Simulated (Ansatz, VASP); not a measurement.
# Mo2As: VASP beside Ansatz

```
Mo As
1.0
     3.75173    0.00000    0.00000
     0.00000    3.75173    0.00000
     0.00000    0.00000    6.74542
Mo As
4 2
Direct
  0.00000 0.00000 0.00000
  0.50000 0.50000 0.00000
  0.00000 0.50000 0.32964
  0.50000 0.00000 0.67036
  0.00000 0.50000 0.70721
  0.50000 0.00000 0.29279
```

Alike in both runs: functional PBE; k mesh 10 × 10 × 6; occupations gaussian, width 0.1 eV; no spin polarisation.

Ansatz relaxed the structure, and its values are those at the end. VASP's run is a single point on that final structure, the one shown.

|  | VASP | Ansatz |
| --- | --- | --- |
| version | VASP 6.6.1 | Ansatz 0.2.0 |
| potentials or method | VASP PAW PBE potentials, release 64 (Mo_sv, As), cutoff 520 eV | scalar-relativistic, plane waves, PAW |
| valence electrons in the cell | 66 | 86 |

```tsv
	VASP	Ansatz	Ansatz less VASP
gap on the k mesh at the Fermi level (eV)	none	none	-
pressure (GPa)	0.5	0.0	-0.49
```

A gap of «none» marks a metal or a gap that the smearing closes. With one functional, cell and mesh, what is left measures potentials, basis and numerics. VASP's potentials hold 66 valence electrons a cell and Ansatz's 86, so a difference there can come from the potentials and not from the codes.
